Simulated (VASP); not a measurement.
BPd4:

```
Pd B
1.0
     2.89203    0.00000    0.00000
     0.00000    4.36501    0.00000
     0.00000    0.00000    5.85632
Pd B
4 1
Direct
  0.50000 0.00000 0.19758
  0.00000 0.00000 0.61947
  0.00000 0.50000 0.32916
  0.50000 0.50000 0.86756
  0.50000 0.00000 0.86323
```

Program: VASP 6.6.1. Alike in all runs: task single point; potentials or basis VASP PAW PBE potentials, release 64 (Pd, B); no spin polarisation; cell as given; k mesh 9 × 6 × 5; cutoff (eV) 520; smearing fermi-dirac 0.05 eV.

Task: Order these runs on this cell by their pressure, lowest first.
A. level RPBE; further INCAR settings ALGO = Fast; EDIFF = 1e-07; NBANDS = 30
B. level PBEsol; further INCAR settings ALGO = Fast; EDIFF = 1e-06; NBANDS = 30
C. level PBE; further INCAR settings ALGO = Fast; EDIFF = 1e-06; NBANDS = 30
D. level BLYP; further INCAR settings ALGO = Fast; EDIFF = 1e-06; NBANDS = 30

Result: B (-8.5 GPa), C (-1.2 GPa), A (2.8 GPa), D (7.8 GPa).

Caveats: the PAW data sets were made with another functional, which shifts forces and pressure a little (some runs).
